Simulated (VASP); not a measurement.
Set up this calculation in VASP 6.6.1, as the native input.

* Task: single point
* Functional: LDA
* Potentials or basis: VASP PAW LDA potentials, release 64 (B, N)
* Cutoff: 600 eV
* k mesh: 12 × 12 × 12
* Occupations: gaussian, width 0.05 eV
* Spin: no spin polarisation
* Dipole correction: no
* Further INCAR settings: ALGO = Normal; EDIFF = 1e-06; NBANDS = 11

The structure of BN lies in POSCAR:

```
BN
1.0
    0.0000000000      1.6924955094      1.6924955094
    1.6924955094      0.0000000000      1.6924955094
    1.7387570533      1.7387570533     -0.0462615439
B N
1 1
Direct
    0.0000000000      0.0000000000      0.0000000000
    0.7500000000      0.7500000000      0.7500000000
```

The input as run:

INCAR

```
SYSTEM = BN
PREC = Accurate ; ENCUT = 600
EDIFF = 1E-6 ; ISMEAR = 0
SIGMA = 0.05 ; LREAL = .False.
LASPH = .True. ; NELM = 120
ALGO = Normal ; ISIF = 2
LWAVE = .False. ; LCHARG = .True.
GGA = CA ; LELF = .True.
LVHAR = .True. ; NBANDS = 11
GGA_COMPAT = .False.
```

KPOINTS

```
Automatic mesh
0
Gamma
  12 12 12
  0 0 0
```

Potentials or basis: VASP PAW LDA potentials, release 64 (B, N).

Run with:

```sh
$ cat potpaw_LDA.64/B/POTCAR potpaw_LDA.64/N/POTCAR > POTCAR
$ mpirun -np 1 vasp_std > vasp.out
```

It gave:

The pressure is 67.4 GPa and the largest force is 0.385 eV/Å. The band gap on the k mesh is 4.39 eV (least direct gap 8.30 eV).

Caveat: the cell stands under pressure.

Run time: 15 s on 1 thread of AMD EPYC 7R13, with other jobs on the host, peak memory 0.13 GiB.
